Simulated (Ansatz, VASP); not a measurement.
**One calculation of P, two programs**

```xyz
4
Lattice="0.0003 -2.4531 -0.0006 -4.9116 0.0007 0.0003 0.0005 -0.0016 -4.8820" Properties=species:S:1:pos:R:3 pbc="T T T"
P     0.0007    0.0002    0.0470
P     0.0001   -0.0010   -2.4880
P    -2.4561   -2.4526    0.0464
P    -2.4551   -2.4537   -2.4883
```

Change from the starting cell: cell x4, atoms moved at random (sigma 0.15 Å) and cell strained at random (1.5 %), then relaxed without symmetry.

Alike in both runs: functional PBE; k mesh 8 × 4 × 4; occupations gaussian, width 0.2 eV; no spin polarisation.

Ansatz relaxed the structure, and its values are those at the end. VASP's run is a single point on that final structure, the one shown.

```csv
,VASP,Ansatz
version,VASP 6.6.1,Ansatz 0.2.0
potentials or method,"VASP PAW PBE potentials, release 64 (P), cutoff 520 eV","scalar-relativistic, plane waves, PAW"
valence electrons in the cell,20,20
```

```tsv
	VASP	Ansatz	Ansatz less VASP
gap on the k mesh at the Fermi level (eV)	none	none	-
pressure (GPa)	-0.3	0.0	+0.27
rms of the force components (eV/Å)	0.010	0.001	-0.0095
```

A gap of «none» marks a metal or a gap that the smearing closes. The functional is the same, so the differences come from potentials, cutoffs and numerics.
